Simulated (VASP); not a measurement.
Runs of VASP 6.6.1 on Hf. The structure is that of space group P6/mmm (No. 191), or close to it. The cells are those of the table. 

```tsv
cell	k mesh	gap on the mesh (eV)	pressure (GPa)
a = 5.038, b = 5.038, c = 3.130 Å, angles 90.0, 90.0, 120.0°, 3 atoms	8 × 8 × 11	none	0.0
a = 5.038, b = 5.038, c = 3.130 Å, angles 90.0, 90.0, 120.0°, 3 atoms	10 × 10 × 13	none	0.0
a = 5.105, b = 5.105, c = 3.172 Å, angles 90.0, 90.0, 120.0°, 3 atoms	8 × 8 × 11	none	(b)
a = 4.828, b = 4.828, c = 3.000 Å, angles 90.0, 90.0, 120.0°, 3 atoms	8 × 8 × 11	none	16.5
a = 5.038, b = 5.038, c = 3.130 Å, angles 90.0, 90.0, 120.0°, 3 atoms	7 × 7 × 10	none	0.0
a = 5.169, b = 5.169, c = 3.212 Å, angles 90.0, 90.0, 120.0°, 3 atoms	8 × 8 × 11	none	-6.7
a = 5.232, b = 5.232, c = 3.251 Å, angles 90.0, 90.0, 120.0°, 3 atoms	8 × 8 × 11	none	-9.3
a = 4.900, b = 4.900, c = 3.045 Å, angles 90.0, 90.0, 120.0°, 3 atoms	8 × 8 × 11	none	(a)
```

Alike in all rows: task single point; level BLYP; potentials or basis VASP PAW PBE potentials, release 64 (Hf_pv); no spin polarisation; cutoff (eV) 520; smearing fermi-dirac 0.1 eV.

Q: Estimate the missing entries.

A: (a) 9.9; (b) -3.7.

Caveats: the PAW data sets were made with another functional, which shifts forces and pressure a little; spin-orbit coupling is left out, which moves the levels of the heavy elements.

A k mesh can miss the band edges, and the runs leave out spin-orbit coupling on Hf.

A gap of «none» marks levels without a gap at the run's occupations.
